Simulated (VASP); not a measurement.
# Te2Mo in VASP: single point with PBE+D3(BJ)

Aim: the single point of Te2Mo with PBE+D3(BJ).

Program: VASP 6.6.1. These are calculated values, not measurements. Logs are shortened: lines on timing, memory, paths and dates and some standing lists are left out, and cuts for length are marked.

## (1) The cell of the first run

The cell holds a slab with vacuum, 6 atoms: a = 3.504 Å, b = 3.504 Å, c = 24.768 Å, α = 90.00°, β = 90.00°, γ = 120.00°.

## (2) Single point, PBE+D3(BJ)

INCAR

```
SYSTEM = Te2Mo
ALGO = Normal
DIPOL = 0.5 0.5 0.406
EDIFF = 1E-6
ENCUT = 520
GGA = PE
IDIPOL = 3
ISIF = 2
ISMEAR = 0
IVDW = 12
LASPH = .True.
LCHARG = .False.
LDIPOL = .True.
LREAL = .False.
LWAVE = .False.
NBANDS = 35
NELM = 60
PREC = Accurate
SIGMA = 0.05
```

KPOINTS

```
k-points
0
Gamma
  9 9 1
  0 0 0
```

POSCAR

```
Te2Mo
1.0
    3.5038816881      0.0000000000      0.0000000000
   -1.7519408440      3.0344505538      0.0000000000
    0.0000000000      0.0000000000     24.7677198395
Te Mo
4 2
Direct
    0.3333333333      0.6666666667      0.1816881017
    0.3333333333      0.6666666667      0.3284056818
    0.3333333333      0.6666666667      0.4830424438
    0.3333333333      0.6666666667      0.6297600240
    0.6666666667      0.3333333333      0.2550468917
    0.6666666667      0.3333333333      0.5564012339
```

Potentials or basis: VASP PAW PBE potentials, release 64 (Te, Mo_sv).

The run is started by

```console
$ cat potpaw_PBE.64/Te/POTCAR potpaw_PBE.64/Mo_sv/POTCAR > POTCAR
$ mpirun -np 1 vasp_std > vasp.out
```

OUTCAR:

```text
SYSTEM = Te2Mo
   EDIFF = 1E-6
   ENCUT = 520
   GGA = PE
   ISIF = 2
   ISMEAR = 0
   IVDW = 12
   LASPH = .True.
   LREAL = .False.
   NELM = 60
   PREC = Accurate
 IVDW          = 12

 ion  position               nearest neighbor table
   1  0.333  0.667  0.182-   5 2.72   5 2.72   5 2.72   2 3.63
   2  0.333  0.667  0.328-   5 2.72   5 2.72   5 2.72   1 3.63
   3  0.333  0.667  0.483-   6 2.72   6 2.72   6 2.72   4 3.63
   4  0.333  0.667  0.630-   6 2.72   6 2.72   6 2.72   3 3.63
   5  0.667  0.333  0.255-   1 2.72   1 2.72   1 2.72   2 2.72   2 2.72   2 2.72
   6  0.667  0.333  0.556-   3 2.72   4 2.72   3 2.72   4 2.72   3 2.72   4 2.72

  LATTYP: Found a hexagonal cell.
 ALAT       =     3.5038816881
 C/A-ratio  =     7.0686518679

  Lattice vectors:

 A1 = (   3.5038816881,   0.0000000000,   0.0000000000)
 A2 = (  -1.7519408440,   3.0344505538,   0.0000000000)
 A3 = (   0.0000000000,   0.0000000000,  24.7677198395)

Analysis of symmetry for initial positions (statically):
=====================================================================
 Subroutine PRICEL returns:
 Original cell was already a primitive cell.

 Routine SETGRP: Setting up the symmetry group for a
 hexagonal supercell.

 Subroutine GETGRP returns: Found 12 space group operations
 (whereof  6 operations were pure point group operations)
 out of a pool of 24 trial point group operations.

The static configuration has the point symmetry C_3v.
 The point group associated with its full space group is D_3h.

Analysis of symmetry for dynamics (positions and initial velocities):
=====================================================================
 Subroutine PRICEL returns:
 Original cell was already a primitive cell.

 Routine SETGRP: Setting up the symmetry group for a
 hexagonal supercell.

 Subroutine GETGRP returns: Found 12 space group operations
 (whereof  6 operations were pure point group operations)
 out of a pool of 24 trial point group operations.

The dynamic configuration has the point symmetry C_3v.
 The point group associated with its full space group is D_3h.

 Subroutine INISYM returns: Found 12 space group operations
 (whereof  6 operations are pure point group operations),
 and found     1 'primitive' translations

----------------------------------------------------------------------------------------

                                     Primitive cell

  volume of cell :     263.3392

  direct lattice vectors                    reciprocal lattice vectors
     3.503881688  0.000000000  0.000000000     0.285397764  0.164774476  0.000000000
    -1.751940844  3.034450554  0.000000000     0.000000000  0.329548952  0.000000000
     0.000000000  0.000000000 24.767719839     0.000000000  0.000000000  0.040375134

  length of vectors
     3.503881688  3.503881688 24.767719839     0.329548952  0.329548952  0.040375134

  position of ions in fractional coordinates (direct lattice)
     0.333333333  0.666666667  0.181688102
     0.333333333  0.666666667  0.328405682
     0.333333333  0.666666667  0.483042444
     0.333333333  0.666666667  0.629760024
     0.666666667  0.333333333  0.255046892
     0.666666667  0.333333333  0.556401234

  ion indices of the primitive-cell ions
   primitive index   ion index
                 1           1
                 2           2
                 3           3
                 4           4
                 5           5
                 6           6

----------------------------------------------------------------------------------------

 KPOINTS: k-points

Automatic generation of k-mesh.
 Grid dimensions read from file:
 generate k-points for:    9    9    1

 Generating k-lattice:

  Cartesian coordinates                     Fractional coordinates (reciprocal lattice)
     0.031710863  0.018308275  0.000000000     0.111111111  0.000000000  0.000000000
     0.000000000  0.036616550  0.000000000     0.000000000  0.111111111  0.000000000
     0.000000000  0.000000000  0.040375134     0.000000000  0.000000000  1.000000000

  Length of vectors
     0.036616550  0.036616550  0.040375134

  Shift w.r.t. Gamma in fractional coordinates (k-lattice)
     0.000000000  0.000000000  0.000000000

 Subroutine IBZKPT returns following result:
 ===========================================

 Found     12 irreducible k-points:

 Following reciprocal coordinates:
            Coordinates               Weight
  0.000000  0.000000  0.000000      1.000000
  0.111111  0.000000  0.000000      6.000000
  0.222222 -0.000000  0.000000      6.000000
  0.333333  0.000000  0.000000      6.000000
  0.444444 -0.000000  0.000000      6.000000
  0.111111  0.111111  0.000000      6.000000
  0.222222  0.111111  0.000000     12.000000
  0.333333  0.111111  0.000000     12.000000
  0.444444  0.111111  0.000000      6.000000
  0.222222  0.222222  0.000000      6.000000
  0.333333  0.222222  0.000000     12.000000
  0.333333  0.333333  0.000000      2.000000
   k-points           NKPTS =     12   k-points in BZ     NKDIM =     12   number of bands    NBANDS=     35
   number of dos      NEDOS =    301   number of ions     NIONS =      6
   total plane-waves  NPLWV = 150528
   dimension x,y,z NGX =    28 NGY =   28 NGZ =  192
   dimension x,y,z NGXF=    56 NGYF=   56 NGZF=  384
   ions per type =               4   2
   NGX,Y,Z   is equivalent  to a cutoff of  13.28, 13.28, 12.89 a.u.
   NGXF,Y,Z  is equivalent  to a cutoff of  26.57, 26.57, 25.77 a.u.
 SYSTEM =  Te2Mo
   PREC   = accura    normal or accurate (medium, high low for compatibility)
   ISTART =      0    job   : 0-new  1-cont  2-samecut
   ICHARG =      2    charge: 1-file 2-atom 10-const
   ISPIN  =      1    spin polarized calculation?
   LNONCOLLINEAR =      F non collinear calculations
   LSORBIT =      F    spin-orbit coupling
   LASPH  =      T    aspherical Exc in radial PAW
   ENCUT  =  520.0 eV  38.22 Ry    6.18 a.u.   6.51  6.51 46.05*2*pi/ulx,y,z
   NELM   =     60;   NELMIN=  2; NELMDL= -5     # of ELM steps
   EDIFF  = 0.1E-05   stopping-criterion for ELM
   LREAL  =      F    real-space projection
   EDIFFG = 0.1E-04   stopping-criterion for IOM
   NSW    =      0    number of steps for IOM
   IBRION =     -1    ionic relax: 0-MD 1-quasi-New 2-CG
   NFREE  =      0    steps in history (QN), initial steepest desc. (CG)
   ISIF   =      2    stress and relaxation
   ISYM   =      2    0-nonsym 1-usesym 2-fastsym
   POTIM  = 0.5000    time-step for ionic-motion
   TEBEG  =    0.0;   TEEND  =   0.0 temperature during run
   PSTRESS=    0.0 pullay stress
   NELECT =      52.0000    total number of electrons
   NUPDOWN=      -1.0000    fix difference up-down
   EMIN   =  10.00;   EMAX   =-10.00  energy-range for DOS
   EFERMI =   0.00;   METHOD = LEGACY
   ISMEAR =     0;   SIGMA  =   0.05  broadening in eV -4-tet -1-fermi 0-gaus
   EFERMI_NEDOS =   21; number of points for ismear=-14 and -15
   IALGO  =     38    algorithm
   IMIX   =      4    mixing-type and parameters
     AMIX     =   0.40;   BMIX     =  1.00
     AMIX_MAG =   1.60;   BMIX_MAG =  1.00
  volume/ion in A,a.u.               =      43.89       296.18
  Fermi-wavevector in a.u.,A,eV,Ry     =   0.953317  1.801508 12.365161  0.908814
  Thomas-Fermi vector in A             =   2.081961
   LORBIT       =      0    0 simple, 1 ext, 2 COOP (PROOUT), +10 PAW based schemes
   GGA     = PE    functional components
   LHFCALC =     F    Hartree Fock is set to
   AEXX    =    0.0000 exact exchange contribution
   IVDW    =    12    specifies the selected vdW correction
   LEPSILON=     F    determine dielectric tensor
   LRPA    =     F    only Hartree local field effects (RPA)
 non-spin polarized calculation
 Gauss-broadening in eV      SIGMA  =   0.05
  energy-cutoff  :      520.00
  volume of cell :      263.34
 maximum number of plane-waves:      7173
 NGX is ok and might be reduce to    28
   NGX = 13   NGY = 13   NGZ = 93

 dipolmoment           0.000000      0.000000      0.000419 electrons x Angstroem

 number of electron      51.9999999 magnetization

 dipolmoment           0.000000      0.000000     -0.000001 electrons x Angstroem

 Free energy of the ion-electron system (eV)
  ---------------------------------------------------
  ext. energy  EPLUGINS =         0.00000000
  ---------------------------------------------------
  free energy    TOTEN  =       -35.93426836 eV

  energy without entropy =      -35.93426836  energy(sigma->0) =      -35.93426836

 E-fermi :   2.8829     XC(G=0):  -6.4327

 val. band max:        2.5032808624   @ k =   0.3333   0.3333   0.0000
 cond. band min:       3.6146792417   @ k =   0.2222   0.2222   0.0000
 fundamental gap:      1.1113983794
 Fermi energy:         2.8828503053

 k-point     1 :       0.0000    0.0000    0.0000
  band No.  band energies     occupation
      1     -58.1765      2.00000
      2     -58.1765      2.00000
      3     -32.3547      2.00000
      4     -32.3547      2.00000
      5     -32.2089      2.00000
      6     -32.2089      2.00000
[... 27 lines left out ...]
     34       6.0018      0.00000
     35       6.6579      0.00000

 k-point     2 :       0.1111    0.0000    0.0000
  band No.  band energies     occupation
      1     -58.1753      2.00000
      2     -58.1753      2.00000
      3     -32.3512      2.00000
      4     -32.3512      2.00000
      5     -32.2249      2.00000
      6     -32.2249      2.00000
[... 27 lines left out ...]
     34       5.8543      0.00000
     35       6.8974      0.00000

 k-point     3 :       0.2222   -0.0000    0.0000
  band No.  band energies     occupation
      1     -58.1722      2.00000
      2     -58.1722      2.00000
      3     -32.3423      2.00000
      4     -32.3423      2.00000
      5     -32.2650      2.00000
      6     -32.2650      2.00000
[... 27 lines left out ...]
     34       6.0812      0.00000
     35       7.4399      0.00000

 k-point     4 :       0.3333    0.0000    0.0000
  band No.  band energies     occupation
      1     -58.1688      2.00000
      2     -58.1688      2.00000
      3     -32.3323      2.00000
      4     -32.3323      2.00000
      5     -32.3102      2.00000
      6     -32.3102      2.00000
[... 27 lines left out ...]
     34       6.2212      0.00000
     35       7.8740      0.00000

 k-point     5 :       0.4444   -0.0000    0.0000
  band No.  band energies     occupation
      1     -58.1665      2.00000
      2     -58.1665      2.00000
      3     -32.3395      2.00000
      4     -32.3395      2.00000
      5     -32.3257      2.00000
      6     -32.3257      2.00000
[... 27 lines left out ...]
     34       6.2669      0.00000
     35       6.4414      0.00000

 k-point     6 :       0.1111    0.1111    0.0000
  band No.  band energies     occupation
      1     -58.1732      2.00000
      2     -58.1732      2.00000
      3     -32.3450      2.00000
      4     -32.3450      2.00000
      5     -32.2515      2.00000
      6     -32.2515      2.00000
[... 27 lines left out ...]
     34       6.0180      0.00000
     35       7.2888      0.00000

 k-point     7 :       0.2222    0.1111    0.0000
  band No.  band energies     occupation
      1     -58.1699      2.00000
      2     -58.1699      2.00000
      3     -32.3356      2.00000
      4     -32.3356      2.00000
      5     -32.2909      2.00000
      6     -32.2909      2.00000
[... 27 lines left out ...]
     34       6.1368      0.00000
     35       7.9833      0.00000

 k-point     8 :       0.3333    0.1111    0.0000
  band No.  band energies     occupation
      1     -58.1670      2.00000
      2     -58.1670      2.00000
      3     -32.3273      2.00000
      4     -32.3273      2.00000
      5     -32.3251      2.00000
      6     -32.3251      2.00000
[... 27 lines left out ...]
     34       6.2160      0.00000
     35       7.2444      0.00000

 k-point     9 :       0.4444    0.1111    0.0000
  band No.  band energies     occupation
      1     -58.1659      2.00000
      2     -58.1659      2.00000
      3     -32.3385      2.00000
      4     -32.3385      2.00000
      5     -32.3240      2.00000
      6     -32.3240      2.00000
[... 27 lines left out ...]
     34       6.2284      0.00000
     35       6.3887      0.00000

 k-point    10 :       0.2222    0.2222    0.0000
  band No.  band energies     occupation
      1     -58.1672      2.00000
      2     -58.1672      2.00000
      3     -32.3279      2.00000
      4     -32.3279      2.00000
      5     -32.3129      2.00000
      6     -32.3129      2.00000
[... 27 lines left out ...]
     34       6.3135      0.00000
     35       8.0394      0.00000

 k-point    11 :       0.3333    0.2222    0.0000
  band No.  band energies     occupation
      1     -58.1655      2.00000
      2     -58.1655      2.00000
      3     -32.3236      2.00000
      4     -32.3236      2.00000
      5     -32.3229      2.00000
      6     -32.3229      2.00000
[... 27 lines left out ...]
     34       6.6230      0.00000
     35       6.9172      0.00000

 k-point    12 :       0.3333    0.3333    0.0000
  band No.  band energies     occupation
      1     -58.1649      2.00000
      2     -58.1649      2.00000
      3     -32.3211      2.00000
      4     -32.3211      2.00000
      5     -32.3109      2.00000
      6     -32.3109      2.00000
[... 27 lines left out ...]
     34       6.9154      0.00000
     35       7.0869      0.00000

------------------------ aborting loop because EDIFF is reached ----------------------------------------

 vacuum level on the upper side and lower side of the slab       (xc-potential included)        -0.126        -0.124

 Edisp (eV)   -2.71798

 E8    (eV) :    -1.2857

  FORCE on cell =-STRESS in cart. coord.  units (eV):
  Direction    XX          YY          ZZ          XY          YZ          ZX
  --------------------------------------------------------------------------------------
  -------------------------------------------------------------------------------------
  Total      -0.19578    -0.19578     0.41155    -0.00000     0.00000     0.00000
  in kB      -1.19114    -1.19114     2.50388    -0.00000     0.00000     0.00000
  external pressure =        0.04 kB  Pullay stress =        0.00 kB

 VOLUME and BASIS-vectors are now :
 -----------------------------------------------------------------------------
  energy-cutoff  :      520.00
  volume of cell :      263.34
      direct lattice vectors                 reciprocal lattice vectors
     3.503881688  0.000000000  0.000000000     0.285397764  0.164774476  0.000000000
    -1.751940844  3.034450554  0.000000000     0.000000000  0.329548952  0.000000000
     0.000000000  0.000000000 24.767719839     0.000000000  0.000000000  0.040375134

 POSITION                                       TOTAL-FORCE (eV/Angst)
 -----------------------------------------------------------------------------------
     -0.00000      2.02297      4.50000        -0.000000      0.000000     -0.003331
     -0.00000      2.02297      8.13386        -0.000000      0.000000     -0.070180
     -0.00000      2.02297     11.96386        -0.000000      0.000000      0.070180
     -0.00000      2.02297     15.59772        -0.000000      0.000000      0.003331
      1.75194      1.01148      6.31693         0.000000     -0.000000     -0.021809
      1.75194      1.01148     13.78079         0.000000     -0.000000      0.021809
 -----------------------------------------------------------------------------------
    total drift:                               -0.000001      0.000000     -0.000026

  FREE ENERGIE OF THE ION-ELECTRON SYSTEM (eV)
  ---------------------------------------------------
  free  energy   TOTEN  =       -38.6522443625 eV

  energy  without entropy=      -38.6522443625  energy(sigma->0) =      -38.65224436

 vacuum level on the upper side and lower side of the slab         7.206         7.208
```

Wall time 97 s (1 thread of Intel Xeon 6975P-C (Granite Rapids), shared host); peak memory 0.42 GiB.

Results:

```yaml
Free_energy: -38.6522 eV
Largest_force: 0.070 eV/Å
Band_gap_on_the_k_mesh: 1.11 eV, indirect (least direct gap 1.15 eV)
Dispersion_energy_per_atom: -0.453 eV
```

Forces on the atoms (eV/Å):
```
Te   0.000  0.000 -0.003
Te   0.000  0.000 -0.070
Te   0.000  0.000  0.070
Te   0.000  0.000  0.003
Mo   0.000  0.000 -0.022
Mo   0.000  0.000  0.022
```

Levels at points of the mesh, in eV from the valence-band top:
| k point | band 22 | band 23 | band 24 | band 25 | band 26 | band 27 | band 28 | band 29 | band 30 | band 31 |
| --- | --- | --- | --- | --- | --- | --- | --- | --- | --- | --- |
| (0.00, 0.00, 0.00) | -0.86 | -0.85 | -0.85 | -0.74 | -0.24 | 3.11 | 3.11 | 3.21 | 3.21 | 3.41 |

Caveat: spin-orbit coupling is left out, which moves the levels of the heavy elements.
